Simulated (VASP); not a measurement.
Crystal: RbBr.

```xyz
2
Lattice="-2.8017 2.8017 3.0163 2.8017 -2.8017 3.0163 2.8017 2.8017 -3.0163" Properties=species:S:1:pos:R:3 pbc="T T T"
Rb    0.0000    0.0000    3.5399
Br    0.0000    0.0000    0.9156
```

The cell was generated, and may not be a known phase.

| Property | Result |
| --- | --- |
| Program | VASP 6.6.1 |
| Task | relaxation of cell and atoms |
| Functional | PBE |
| Potentials or basis | VASP PAW PBE potentials, release 64 (Rb_sv, Br) |
| Cutoff | 500 eV |
| k mesh | 4 × 4 × 4 |
| Occupations | gaussian, width 0.1 eV |
| Spin | no spin polarisation |

At the start: pressure 4.4 GPa; volume 47.35 Å³/atom.

Task: Where does the relaxation end?

Result: Over 11 steps the energy falls by 473.6 meV/atom and the volume is 43.04 Å³/atom (-9.1 %); space group I4mm (No. 107, to 0.1 Å) before, Fm-3m (No. 225, to 0.1 Å).

The path:
```tsv
step	energy change (eV)	largest force (eV/Å)	pressure (GPa)	volume (Å³)
1	0.0000	3.2753	4.44	94.70
2	-0.7780	0.0311	-1.57	112.04
3	-0.7938	0.2299	-1.03	106.42
4	-0.7975	0.1293	-1.28	108.33
5	-0.7977	0.1540	-1.22	107.78
6	-0.8495	0.1452	-1.07	102.18
7	-0.9421	0.0977	0.07	86.41
8	-0.9424	0.0902	0.30	84.71
9	-0.9426	0.0930	0.21	85.35
10	-0.9464	0.0597	0.13	85.73
11	-0.9473	0.0370	0.07	86.07
```

Final structure:
```
CELL_PARAMETERS angstrom
-2.47128 2.47128 3.52344
2.47128 -2.47128 3.52344
2.47128 2.47128 -3.52344
ATOMIC_POSITIONS crystal
Rb 0.61610 0.61610 0.00000
Br 0.12247 0.12247 0.00000
```
